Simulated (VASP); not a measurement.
Write the native input for VASP 6.6.1 that does the following.

- Task: single point
- Functional: PBE
- Potentials or basis: VASP PAW PBE potentials, release 64 (Gd)
- Cutoff: 520 eV
- k mesh: 5 × 5 × 3
- Occupations: gaussian, width 0.1 eV
- Spin: collinear spin, ferromagnetic start
- Starting moments: [8.25, 8.25] μB
- Hubbard terms: Gd f U = 6.0 eV
- Dipole correction: no
- Further INCAR settings: ALGO = Normal; EDIFF = 1e-06; NBANDS = 29

The structure of Gd lies in POSCAR:

```
Gd
1.0
    3.6515676488      0.0000000000      0.0000000000
   -1.8257838244      3.1623503475      0.0000000000
    0.0000000000      0.0000000000      5.8528464177
Gd
2
Direct
    0.3333333333      0.6666666667      0.7500000000
    0.6666666667      0.3333333333      0.2500000000
```

The input as run:

INCAR

```
SYSTEM = Gd
PREC     = Accurate       ! precision mode
ENCUT    = 520            ! plane-wave cutoff, eV
EDIFF    = 1E-6           ! SCF threshold, eV
ISMEAR   = 0              ! smearing method
SIGMA    = 0.1            ! smearing width, eV
LREAL    = .False.        ! projectors in reciprocal space
LASPH    = .True.         ! aspherical terms in the spheres
NELM     = 150            ! most SCF steps
ALGO     = Normal         ! electronic algorithm
ISIF     = 2              ! what is computed and relaxed
LWAVE    = .False.        ! write WAVECAR
LCHARG   = .True.         ! write CHGCAR
ISPIN    = 2              ! spin polarisation
MAGMOM   = 8.25 8.25      ! initial moments
LORBIT   = 11             ! projections on sites
LMAXMIX  = 6              ! l up to which the mixer works
LDAU     = .True.         ! DFT+U
LDAUTYPE = 2            
LDAUL    = 3              ! shell
LDAUU    = 6              ! U, eV
LDAUJ    = 0            
LDAUPRINT= 1            
GGA      = PE             ! functional
LELF     = .True.         ! ELF
LVHAR    = .True.       
NBANDS   = 29             ! bands
```

KPOINTS

```
regular mesh
0
Gamma
  5 5 3
  0 0 0
```

Potentials or basis: VASP PAW PBE potentials, release 64 (Gd).

Launch:

```console
$ cat potpaw_PBE.64/Gd/POTCAR > POTCAR
$ mpirun -np 1 vasp_std > vasp.out
```

Results of the run:

```json
{
 "Pressure": "0.2 GPa",
 "Net moment": "15.66 μB per cell",
 "Site moments": "Gd +7.12 μB",
 "Valence electrons inside the program's atomic spheres": "Gd 15.16"
}
```

Caveat: the k points lie up to 0.40 Å⁻¹ apart.

Wall time 110 s on 1 thread of Intel(R) Xeon(R) Platinum 8375C CPU @ 2.90GHz (Ice Lake) (shared host), peak memory 0.23 GiB.
